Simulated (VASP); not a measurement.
Crystal: SbC2.

```xyz
6
Lattice="3.9962 0.0000 0.0000 0.0000 3.9962 0.0000 0.0000 0.0000 5.7530" Properties=species:S:1:pos:R:3 pbc="T T T"
Sb    0.0000    0.0000    0.0000
Sb    1.9981    1.9981    2.8765
C     0.0000    1.9981    1.1679
C     0.0000    1.9981    4.0444
C     1.9981    0.0000    1.7086
C     1.9981    0.0000    4.5851
```

* Program: VASP 6.6.1
* Task: relaxation of cell and atoms
* Functional: PBE
* Potentials or basis: VASP PAW PBE potentials, release 64 (Sb, C)
* Cutoff: 600 eV
* k mesh: 4 × 4 × 4
* Occupations: gaussian, width 0.1 eV
* Spin: no spin polarisation

At the start: pressure -9.1 GPa; volume 15.31 Å³/atom.

Problem. Where does the relaxation end?

Solution. Over 35 steps the energy falls by 1243.0 meV/atom and the volume is 15.19 Å³/atom (-0.8 %); space group P4_2/nmc (No. 137, to 0.05 Å).

Step by step:
```
step  energy change (eV)  largest force (eV/Å)  pressure (GPa)  volume (Å³)
   1              0.0000                0.3571           -9.15        91.87
   2             -0.2915                0.4615            2.91        80.73
   3             -0.3049                0.4481            0.87        82.42
   4             -0.3051                0.4453            0.54        82.66
   5             -0.3597                0.5868            0.73        82.55
   6             -0.5535                0.4845            0.23        82.18
   7             -0.7717                0.0931           -0.07        81.32
   8             -0.7881                0.0451           -0.34        81.05
   9             -0.7919                0.2514           -0.19        80.49
  10             -0.8524                0.3027           -0.48        79.95
  11             -1.4084                0.3984           -2.39        77.49
  12             -2.7863                0.2642           12.55        68.53
  13            596.2948                0.0009         2903.46        31.77
  14             -2.8501                0.2021           14.37        68.14
  15             13.1192                0.0013          248.46        53.25
  16             -3.3116                0.2081           19.62        66.79
  17             -2.2879                0.0631           79.71        60.05
  18             -3.3357                0.2137           32.31        64.45
  19             -3.3150                0.2128           34.79        63.87
  20             -3.3883                0.0665           50.60        62.02
  21             -3.0369                0.0727           65.11        61.05
  22             -3.6180                0.0673           55.51        62.57
  23             -4.8440                0.0520           29.92        67.30
  24             -5.3840                0.0346           -3.48        77.46
  25             -5.4443                0.0260            1.81        75.15
  26             -5.7471                0.0314            0.97        76.47
  27             -6.0944                0.0246            0.22        78.86
  28             -6.5940                0.0066           -0.09        83.60
  29             -7.3769                0.0003            3.27        92.80
  30             -7.4503                0.0038            0.60        90.07
  31             -7.4547                0.0028            1.22        90.82
  32             -7.4560                0.0032            0.96        90.52
  33             -7.4575                0.0032            0.05        91.00
  34             -7.4575                0.0032            0.01        91.01
  35             -7.4577                0.0031           -0.01        91.16
```

Final structure:
```
Sb C
1.0
     5.87473    0.00000    0.00000
     0.00000    5.87473    0.00000
     0.00000    0.00000    2.64128
Sb C
2 4
Cartesian
  0.0000 0.0000 0.0000
  2.9374 2.9374 1.3206
  0.0000 2.9374 0.4204
  0.0000 2.9374 1.7411
  2.9374 0.0000 0.9002
  2.9374 0.0000 2.2209
```

Caveat: the k points lie up to 0.59 Å⁻¹ apart in the final cell; this functional lacks dispersion, which binds the layers, so the pressure and a relaxed spacing across them are unreliable.
